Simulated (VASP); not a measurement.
Te2Mo: single point with PBE

Crystal: Te2Mo.

```
CELL_PARAMETERS angstrom
3.55666 0.00000 0.00000
-1.77833 3.08016 0.00000
0.00000 0.00000 15.02498
ATOMIC_POSITIONS crystal
Te 0.33333 0.66667 0.62967
Te 0.66667 0.33333 0.12967
Te 0.66667 0.33333 0.37033
Te 0.33333 0.66667 0.87033
Mo 0.33333 0.66667 0.25000
Mo 0.66667 0.33333 0.75000
```

```json
{
 "Program": "VASP 6.6.1",
 "Task": "single point",
 "Functional": "PBE",
 "Potentials or basis": "VASP PAW PBE potentials, release 64 (Te, Mo_sv)",
 "Cutoff": "520 eV",
 "k mesh": "12 × 12 × 2",
 "Occupations": "gaussian, width 0.02 eV",
 "Spin": "no spin polarisation"
}
```

```json
{"Pressure": "0.1 GPa", "Largest force": "0.010 eV/Å", "Band gap on the k mesh": "0.98 eV (least direct gap 1.02 eV)"}
```

Forces in eV/Å, atoms in the order of the input:
```
Te   0.000  0.000 -0.010
Te   0.000  0.000 -0.010
Te   0.000  0.000  0.010
Te   0.000  0.000  0.010
Mo   0.000  0.000  0.000
Mo   0.000  0.000  0.000
```

Stress tensor (GPa, compression positive):
```
0.02 0.00 0.00
0.00 0.02 0.00
0.00 0.00 0.19
```

Levels at points of the mesh, in eV from the valence-band top:
```
           k point  band 23  band 24  band 25  band 26  band 27  band 28  band 29  band 30
(0.00, 0.00, 0.00)    -0.92    -0.79    -0.79    -0.09     2.96     2.96     3.01     3.01
(0.50, 0.00, 0.00)    -0.80    -0.79    -0.43    -0.32     1.33     1.35     1.58     1.77
(0.00, 0.00, 0.50)    -0.93    -0.93    -0.23    -0.23     2.98     2.98     2.98     2.98
(0.50, 0.00, 0.50)    -0.79    -0.79    -0.38    -0.38     1.34     1.34     1.68     1.68
```

It took 120 s on 1 thread of Intel(R) Xeon(R) 6975P-C (Granite Rapids), on a shared host, peak memory 0.4 GiB.

Caveat: spin-orbit coupling is left out, which moves the levels of the heavy elements; this functional lacks dispersion, which binds layers or chains, so the pressure and a relaxed spacing across them are unreliable. A k mesh can miss the band edges.
